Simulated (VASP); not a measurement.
# KBr (P4/mmm) in VASP: further runs, part 2 of 2

VASP 6.6.1.

## 6. Single point, PBE (strain +0.0600 x Voigt [0, 0, 1, 0, 0, 0])

INCAR reads:

```
SYSTEM = KBr
ALGO = Normal ; EDIFF = 1E-6
ENCUT = 520 ; GGA = PE
ISIF = 2 ; ISMEAR = 0
LASPH = .True. ; LCHARG = .True.
LELF = .True. ; LREAL = .False.
LVHAR = .True. ; LWAVE = .False.
NBANDS = 15 ; NELM = 60
PREC = Accurate ; SIGMA = 0.05
```

KPOINTS reads:

```
k-points
0
Gamma
  6 6 6
  0 0 0
```

POSCAR reads:

```
KBr
1.0
    4.0434990000      0.0000000000      0.0000000000
    0.0000000000      4.0434990000      0.0000000000
    0.0000000000      0.0000000000      4.2861089400
K Br
1 1
Direct
    0.0000000000      0.0000000000      0.0000000000
    0.5000000000      0.5000000000      0.5000000000
```

Potentials or basis: VASP PAW PBE potentials, release 64 (K_sv, Br).

Launch:

```console
cat potpaw_PBE.64/K_sv/POTCAR potpaw_PBE.64/Br/POTCAR > POTCAR
mpirun -np 1 vasp_std > vasp.out
```

OUTCAR:

```text
SYSTEM = KBr
   EDIFF = 1E-6
   ENCUT = 520
   GGA = PE
   ISIF = 2
   ISMEAR = 0
   LASPH = .True.
   LREAL = .False.
   NELM = 60
   PREC = Accurate

 ion  position               nearest neighbor table
   1  0.000  0.000  0.000-
   2  0.500  0.500  0.500-

  LATTYP: Found a simple tetragonal cell.
 ALAT       =     4.0434990000
 C/A-ratio  =     1.0600000000

  Lattice vectors:

 A1 = (   4.0434990000,   0.0000000000,   0.0000000000)
 A2 = (   0.0000000000,   4.0434990000,   0.0000000000)
 A3 = (   0.0000000000,   0.0000000000,   4.2861089400)

Analysis of symmetry for initial positions (statically):
=====================================================================
 Subroutine PRICEL returns:
 Original cell was already a primitive cell.

 Routine SETGRP: Setting up the symmetry group for a
 simple tetragonal supercell.

 Subroutine GETGRP returns: Found 16 space group operations
 (whereof 16 operations were pure point group operations)
 out of a pool of 16 trial point group operations.

The static configuration has the point symmetry D_4h.

Analysis of symmetry for dynamics (positions and initial velocities):
=====================================================================
 Subroutine PRICEL returns:
 Original cell was already a primitive cell.

 Routine SETGRP: Setting up the symmetry group for a
 simple tetragonal supercell.

 Subroutine GETGRP returns: Found 16 space group operations
 (whereof 16 operations were pure point group operations)
 out of a pool of 16 trial point group operations.

The dynamic configuration has the point symmetry D_4h.

 Subroutine INISYM returns: Found 16 space group operations
 (whereof 16 operations are pure point group operations),
 and found     1 'primitive' translations

----------------------------------------------------------------------------------------

                                     Primitive cell
[... 119 lines left out ...]
   IVDW    =     0    specifies the selected vdW correction
   LEPSILON=     F    determine dielectric tensor
   LRPA    =     F    only Hartree local field effects (RPA)
 non-spin polarized calculation
 Gauss-broadening in eV      SIGMA  =   0.05
  energy-cutoff  :      520.00
  volume of cell :       70.08
 maximum number of plane-waves:      1920
   NGX = 15   NGY = 15   NGZ = 15

 number of electron      15.9999998 magnetization

 Free energy of the ion-electron system (eV)
  ---------------------------------------------------
  ext. energy  EPLUGINS =         0.00000000
  ---------------------------------------------------
  free energy    TOTEN  =        -6.05167744 eV

  energy without entropy =       -6.05167744  energy(sigma->0) =       -6.05167744

 E-fermi :  -0.6974     XC(G=0):  -7.5854

 val. band max:       -0.9300067858   @ k =   0.5000   0.0000   0.5000
 cond. band min:       2.6366521417   @ k =   0.0000   0.0000   0.0000
 fundamental gap:      3.5666589275
 Fermi energy:        -0.6973857368

 k-point     1 :       0.0000    0.0000    0.0000
  band No.  band energies     occupation
      1     -29.8098      2.00000
      2     -13.6877      2.00000
      3     -13.2360      2.00000
      4     -13.2360      2.00000
      5     -13.2357      2.00000
      6      -1.4655      2.00000
      7      -1.1538      2.00000
      8      -1.1538      2.00000
      9       2.6367      0.00000
     10       4.7953      0.00000
     11       4.9854      0.00000
     12       8.3849      0.00000
     13       8.3849      0.00000
     14       8.7015      0.00000
[... 401 lines left out ...]
      2     -13.6576      2.00000
      3     -13.2863      2.00000
      4     -13.2244      2.00000
      5     -13.2135      2.00000
      6      -2.4801      2.00000
      7      -2.0642      2.00000
      8      -0.9714      2.00000
      9       4.4965      0.00000
     10       5.5826      0.00000
     11       7.3242      0.00000
     12       7.4602      0.00000
     13       7.7817      0.00000
     14       8.2170      0.00000
     15       9.6632      0.00000

 [... further k-points ...]

------------------------ aborting loop because EDIFF is reached ----------------------------------------

  FORCE on cell =-STRESS in cart. coord.  units (eV):
  Direction    XX          YY          ZZ          XY          YZ          ZX
  --------------------------------------------------------------------------------------
  -------------------------------------------------------------------------------------
  Total       -0.0877815     -0.0877815     -0.9224129      0.0000000      0.0000000      0.0000000
  in kB       -2.0069464     -2.0069464    -21.0890999      0.0000000      0.0000000      0.0000000
  external PRESSURE =      -8.3676643 kB  Pullay stress =       0.0000000 kB

 VOLUME and BASIS-vectors are now :
 -----------------------------------------------------------------------------
  energy-cutoff  :      520.00
  volume of cell :       70.08
      direct lattice vectors                 reciprocal lattice vectors
     4.043499000  0.000000000  0.000000000     0.247310559  0.000000000  0.000000000
     0.000000000  4.043499000  0.000000000     0.000000000  0.247310559  0.000000000
     0.000000000  0.000000000  4.286108940     0.000000000  0.000000000  0.233311849

 POSITION                                       TOTAL-FORCE (eV/Angst)
 -----------------------------------------------------------------------------------
      0.00000      0.00000      0.00000         0.000000      0.000000      0.000000
      2.02175      2.02175      2.14305         0.000000      0.000000      0.000000
 -----------------------------------------------------------------------------------
    total drift:                                0.000000      0.000000     -0.000000

  FREE ENERGIE OF THE ION-ELECTRON SYSTEM (eV)
  ---------------------------------------------------
  free  energy   TOTEN  =        -6.0516774360 eV

  energy  without entropy=       -6.0516774360  energy(sigma->0) =       -6.05167744
```

OSZICAR:

```text
N       E                     dE             d eps       ncg     rms          rms(c)
DAV:   1     0.975174388525E+02    0.97517E+02   -0.68381E+03  1200   0.936E+02
DAV:   2    -0.625509386887E-01   -0.97580E+02   -0.91138E+02  1529   0.227E+02
DAV:   3    -0.603132269537E+01   -0.59688E+01   -0.59405E+01  1678   0.497E+01
DAV:   4    -0.627522057224E+01   -0.24390E+00   -0.24383E+00  1797   0.844E+00
DAV:   5    -0.627711444425E+01   -0.18939E-02   -0.18939E-02  1721   0.844E-01    0.243E+00
DAV:   6    -0.608214185207E+01    0.19497E+00   -0.17103E-01  1487   0.222E+00    0.175E+00
DAV:   7    -0.604853933491E+01    0.33603E-01   -0.95640E-02  1543   0.189E+00    0.895E-01
DAV:   8    -0.605133933606E+01   -0.28000E-02   -0.14949E-02  1658   0.869E-01    0.125E-01
DAV:   9    -0.605149072426E+01   -0.15139E-03   -0.59435E-04  1648   0.190E-01    0.827E-02
DAV:  10    -0.605167750196E+01   -0.18678E-03   -0.26266E-04  1305   0.119E-01    0.176E-02
DAV:  11    -0.605167743597E+01    0.65991E-07   -0.84811E-06  1698   0.197E-02
   1 F= -.60516774E+01 E0= -.60516774E+01  d E =-.103959E-12
```

stdout:

```text
POSCAR found type information on POSCAR K Br
 POSCAR found :  2 types and       2 ions
 scaLAPACK will be used
 LDA part: xc-table for (Slater+PW92), standard interpolation
 POSCAR, INCAR and KPOINTS ok, starting setup
 FFT: planning ... GRIDC
 FFT: planning ... GRID_SOFT
 FFT: planning ... GRID
 WAVECAR not read
 entering main loop
```

It took 13 s on 1 thread of Intel Xeon 6975P-C (Granite Rapids), shared host; peak memory 0.19 GiB.

Results:

* Free energy: -6.0517 eV
* Pressure: -0.8 GPa
* Band gap on the k mesh: 3.57 eV, indirect (least direct gap 3.79 eV)

Levels at points of the mesh, in eV from the valence-band top:
| k point | band 6 | band 7 | band 8 | band 9 | band 10 | band 11 |
| --- | --- | --- | --- | --- | --- | --- |
| (0.00, 0.00, 0.00) | -0.54 | -0.22 | -0.22 | 3.57 | 5.73 | 5.92 |
| (0.50, 0.00, 0.00) | -1.87 | -0.49 | -0.16 | 6.14 | 6.95 | 7.47 |
| (0.50, 0.50, 0.00) | -1.35 | -1.35 | -0.24 | 5.23 | 6.08 | 7.60 |
| (0.00, 0.00, 0.50) | -1.87 | -0.22 | -0.22 | 6.20 | 6.96 | 6.99 |
| (0.50, 0.00, 0.50) | -1.43 | -1.32 | 0.00 | 5.03 | 6.47 | 7.98 |
| (0.50, 0.50, 0.50) | -1.40 | -1.40 | -1.31 | 7.14 | 7.20 | 7.20 |

Caveat: the cell differs from its parent crystal (strain +0.0600 x Voigt [0, 0, 1, 0, 0, 0]).

## 7. Single point, PBE (strain +0.0525 x Voigt [0, 0, 1, 0, 0, 0])

INCAR reads:

```
SYSTEM = KBr
  PREC = Accurate
  ENCUT = 520
  EDIFF = 1E-6
  ISMEAR = 0
  SIGMA = 0.05
  LREAL = .False.
  LASPH = .True.
  NELM = 60
  ALGO = Normal
  ISIF = 2
  LWAVE = .False.
  LCHARG = .False.
  GGA = PE
  NBANDS = 15
```

KPOINTS reads:

```
Automatic mesh
0
Gamma
  6 6 6
  0 0 0
```

POSCAR, as its differences from that of step 6:

```diff
@@ -4,3 +4,3 @@
     0.0000000000      4.0434990000      0.0000000000
-    0.0000000000      0.0000000000      4.2861089400
+    0.0000000000      0.0000000000      4.2557826975
 K Br
```

Potentials or basis: VASP PAW PBE potentials, release 64 (K_sv, Br).

Launch:

```console
cat potpaw_PBE.64/K_sv/POTCAR potpaw_PBE.64/Br/POTCAR > POTCAR
mpirun -np 1 vasp_std > vasp.out
```

OUTCAR:

```text
SYSTEM = KBr
   PREC = Accurate
   ENCUT = 520
   EDIFF = 1E-6
   ISMEAR = 0
   LREAL = .False.
   LASPH = .True.
   NELM = 60
   ISIF = 2
   GGA = PE

 ion  position               nearest neighbor table
   1  0.000  0.000  0.000-
   2  0.500  0.500  0.500-

  LATTYP: Found a simple tetragonal cell.
 ALAT       =     4.0434990000
 C/A-ratio  =     1.0525000000

  Lattice vectors:

 A1 = (   4.0434990000,   0.0000000000,   0.0000000000)
[... 617 lines left out ...]

------------------------ aborting loop because EDIFF is reached ----------------------------------------

  FORCE on cell =-STRESS in cart. coord.  units (eV):
  Direction    XX          YY          ZZ          XY          YZ          ZX
  --------------------------------------------------------------------------------------
  -------------------------------------------------------------------------------------
  Total       -0.0815999     -0.0815999     -0.8158666      0.0000000      0.0000000     -0.0000000
  in kB       -1.8789098     -1.8789098    -18.7860561      0.0000000      0.0000000     -0.0000000
  external PRESSURE =      -7.5146253 kB  Pullay stress =       0.0000000 kB

 VOLUME and BASIS-vectors are now :
 -----------------------------------------------------------------------------
  energy-cutoff  :      520.00
  volume of cell :       69.58
      direct lattice vectors                 reciprocal lattice vectors
     4.043499000  0.000000000  0.000000000     0.247310559  0.000000000  0.000000000
     0.000000000  4.043499000  0.000000000     0.000000000  0.247310559  0.000000000
     0.000000000  0.000000000  4.255782697     0.000000000  0.000000000  0.234974403

 POSITION                                       TOTAL-FORCE (eV/Angst)
 -----------------------------------------------------------------------------------
      0.00000      0.00000      0.00000         0.000000      0.000000      0.000000
      2.02175      2.02175      2.12789         0.000000      0.000000      0.000000
 -----------------------------------------------------------------------------------
    total drift:                                0.000000      0.000000      0.000000

  FREE ENERGIE OF THE ION-ELECTRON SYSTEM (eV)
  ---------------------------------------------------
  free  energy   TOTEN  =        -6.0576873890 eV

  energy  without entropy=       -6.0576873890  energy(sigma->0) =       -6.05768739
```

stdout:

```text
POSCAR found type information on POSCAR K Br
 POSCAR found :  2 types and       2 ions
 scaLAPACK will be used
 LDA part: xc-table for (Slater+PW92), standard interpolation
 POSCAR, INCAR and KPOINTS ok, starting setup
 FFT: planning ... GRIDC
 FFT: planning ... GRID_SOFT
 FFT: planning ... GRID
 WAVECAR not read
 entering main loop
```

It took 13 s on 1 thread of Intel Xeon 6975P-C (Granite Rapids), shared host; peak memory 0.18 GiB.

Results:

| Quantity | Value |
| --- | --- |
| Free energy | -6.0577 eV |
| Pressure | -0.8 GPa |
| Band gap on the k mesh | 3.61 eV, indirect (least direct gap 3.83 eV) |

Levels at points of the mesh, in eV from the valence-band top:
```csv
k point,band 4,band 5,band 6,band 7,band 8,band 9,band 10,band 11,band 12,band 13
"(0.00, 0.00, 0.00)",-12.28,-12.28,-0.50,-0.23,-0.23,3.61,5.74,5.91,9.36,9.36
"(0.50, 0.00, 0.00)",-12.26,-12.08,-1.88,-0.46,-0.17,6.19,6.99,7.48,8.82,9.29
"(0.50, 0.50, 0.00)",-12.41,-12.24,-1.36,-1.36,-0.22,5.23,6.13,7.65,7.65,9.84
"(0.00, 0.00, 0.50)",-12.27,-12.04,-1.87,-0.22,-0.22,6.23,6.99,7.07,8.88,9.57
"(0.50, 0.00, 0.50)",-12.36,-12.25,-1.43,-1.32,0.00,5.06,6.48,7.99,8.14,9.65
"(0.50, 0.50, 0.50)",-12.39,-12.33,-1.40,-1.40,-1.32,7.17,7.23,7.23,8.81,9.17
```

Caveat: the cell differs from its parent crystal (strain +0.0525 x Voigt [0, 0, 1, 0, 0, 0]). A k mesh can miss the band edges.

## 8. Overview

```tsv
cell	gap on the mesh (eV)	pressure (GPa)
a = 4.043, b = 4.043, c = 3.922 Å, 2 atoms	3.84	0.5
a = 4.043, b = 4.043, c = 3.862 Å, 2 atoms	3.82	0.8
a = 4.043, b = 4.043, c = 3.983 Å, 2 atoms	3.86	0.2
a = 4.043, b = 4.043, c = 4.104 Å, 2 atoms	3.79	-0.2
a = 4.043, b = 4.043, c = 4.286 Å, 2 atoms	3.57	-0.8
a = 4.043, b = 4.043, c = 4.256 Å, 2 atoms	3.61	-0.8
```

Alike in all rows: task single point; level PBE; potentials or basis VASP PAW PBE potentials, release 64 (K_sv, Br); no spin polarisation; k mesh 6 × 6 × 6; cutoff (eV) 520; smearing gaussian 0.05 eV.

Absolute energies hang on the potentials; compare differences alone.
